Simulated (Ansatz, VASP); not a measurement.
**One calculation of SiC, two programs**

Contents of INCAR:

```
  ALGO = Normal
  EDIFF = 1E-6
  EDIFFG = -0.005
  ENCUT = 600
  GGA = PS
  IBRION = 2
  ISIF = 3
  ISMEAR = 0
  LASPH = True
  LCHARG = False
  LREAL = False
  LWAVE = False
  NELM = 80
  NSW = 100
  PREC = Accurate
  SIGMA = 0.1
```

KPOINTS

```
k-points
0
Gamma
  18 18 18
```

POSCAR

```
SiC
1.0
    0.0000000000      2.0185143573      2.0185143573
    2.0185143573      0.0000000000      2.0185143573
    2.0185143573      2.0185143573      0.0000000000
Si C
1 1
Direct
    0.0000000000      0.0000000000      0.0000000000
    0.5000000000      0.5000000000      0.5000000000
```

Input for Ansatz:

```yaml
crystal:
  lattice:
    - [0.0, 2.0185143639, 2.0185143639]
    - [2.0185143639, 0.0, 2.0185143639]
    - [2.0185143639, 2.0185143639, 0.0]
  atoms:
    - { symbol: Si, position: [0.0, 0.0, 0.0] }
    - { symbol: C, position: [0.5, 0.5, 0.5] }
basis:
  ecutwfc: 420
kpoints:
  mp_grid: { grid: [18, 18, 18] }
hamiltonian:
  xc: pbesol
scf:
  occupations: { method: gaussian, width: 0.1 }
output:
  forces: true
  stress: true
  eigenvalues: true
  write_density: true
  write_potential: true
  elf: true
  volumetric_format: npy
relax:
  adjacent_minimum: "off"
  f_tol: 0.005
  max_steps: 80
  cell: { stress_tol: 0.05 }
```

Alike in both runs: task relaxation of cell and atoms; functional PBEsol; k mesh 18 × 18 × 18; occupations gaussian, width 0.1 eV; no spin polarisation.

|  | VASP | Ansatz |
| --- | --- | --- |
| version | VASP 6.6.1 | Ansatz 0.2.0 |
| potentials or method | VASP PAW PBE potentials, release 64 (Si, C), cutoff 600 eV | scalar-relativistic, plane waves, PAW |
| valence electrons in the cell | 8 | 8 |

|  | VASP | Ansatz | Ansatz less VASP |
| --- | --- | --- | --- |
| gap on the k mesh at the Fermi level, each at its own relaxed structure (eV) | none | none | - |
| relaxed volume (Å³/atom) | 8.22 | 8.21 | -0.010 |
| relaxed cell length with the largest relative difference (Å) | 2.854 | 2.853 | -0.0012 |

VASP's potentials were made for PBE, not for PBEsol. A gap of «none» marks a metal or a gap that the smearing closes.
